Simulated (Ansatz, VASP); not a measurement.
**Two plane-wave programs on Ru**

```
CELL_PARAMETERS angstrom
2.70397 0.00000 0.00000
-1.35199 2.34171 0.00000
0.00000 0.00000 4.26234
ATOMIC_POSITIONS crystal
Ru 0.33333 0.66667 0.25000
Ru 0.66667 0.33333 0.75000
```

Alike in both runs: functional r2SCAN; k mesh 21 × 21 × 12; occupations fermi-dirac, width 0.05 eV; no spin polarisation.

Ansatz relaxed the structure, and its values are those at the end. VASP's run is a single point on that final structure, the one shown.

|  | VASP | Ansatz |
| --- | --- | --- |
| version | VASP 6.6.1 | Ansatz 0.2.0 |
| potentials or method | VASP PAW PBE potentials, release 64 (Ru_sv) | PAW with Ansatz's default frozen-core files, scalar-relativistic |
| plane-wave cutoff (eV) | 620 | 500 |
| valence electrons in the cell | 32 | 32 |

VASP gave:

- pressure (GPa): 0.1

Q: What did Ansatz give for the same quantities?

A: Pressure (GPa): 0.0.

VASP's potentials were made for PBE, not for r2SCAN.
